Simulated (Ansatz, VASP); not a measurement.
# One calculation of BP, two programs

Contents of INCAR:

```
SYSTEM = BP
  ALGO = Normal
  EDIFF = 1E-6
  ENCUT = 520
  GGA = CA
  ISIF = 2
  ISMEAR = -1
  LASPH = .TRUE.
  LCHARG = .FALSE.
  LREAL = .FALSE.
  LWAVE = .FALSE.
  NBANDS = 11
  NELM = 80
  PREC = Accurate
  SIGMA = 0.08
```

File KPOINTS:

```
k-points
0
G
  12 12 12
  0 0 0
```

The input POSCAR:

```
BP
1.0
    0.0000000000      2.2236200000      2.2690000000
    2.2236200000      0.0000000000      2.2690000000
    2.2236200000      2.2236200000      0.0000000000
B P
1 1
Direct
    0.0000000000      0.0000000000      0.0000000000
    0.7500000000      0.7500000000      0.7500000000
```

Input for Ansatz:

```yaml
crystal:
  lattice:
    - [0.0, 2.22362, 2.269]
    - [2.22362, 0.0, 2.269]
    - [2.22362, 2.22362, 0.0]
  atoms:
    - { symbol: B, position: [0.0, 0.0, 0.0] }
    - { symbol: P, position: [0.75, 0.75, 0.75] }
kpoints:
  mp_grid: { grid: [12, 12, 12] }
  band_path:
    path:
      - [0.0, 0.0, 0.0]
      - [0.5, 0.0, 0.5]
      - [0.75, 0.25, 0.5]
      - [0.5, 0.5, 0.5]
      - [0.0, 0.0, 0.0]
      - [0.5, 0.5, 0.0]
      - [0.62995, 0.62995, 0.2599]
      - [0.37005, 0.37005, 0.7401]
      - [0.0, 0.0, 0.0]
    npoints: 5
scf:
  occupations: { method: fermi_dirac, width: 0.08 }
hamiltonian:
  xc: lda
  pseudopotentials: { kind: all_electron, lapw: { basis_error: 0.0005 } }
output:
  forces: true
  stress: true
  eigenvalues: true
```

Change from the starting cell: equal xx and yy strain of -2 %.

Alike in both runs: task single point; functional LDA; k mesh 12 × 12 × 12; occupations fermi-dirac, width 0.08 eV; no spin polarisation.

|  | VASP | Ansatz |
| --- | --- | --- |
| version | VASP 6.6.1 | Ansatz 0.2.0 |
| potentials or method | VASP PAW LDA potentials, release 64 (B, P), cutoff 520 eV | all-electron LAPW, scalar-relativistic |

```tsv
	VASP	Ansatz	Ansatz less VASP
pressure (GPa)	1.4	1.5	+0.10
traceless stress, the component that is largest in VASP (GPa)	-3.83	-3.82	+0.002
```

LDA's correlation is that of Perdew and Zunger in VASP and of Perdew and Wang (1992) in Ansatz. Ansatz ran all-electron here, and VASP with PAW potentials.
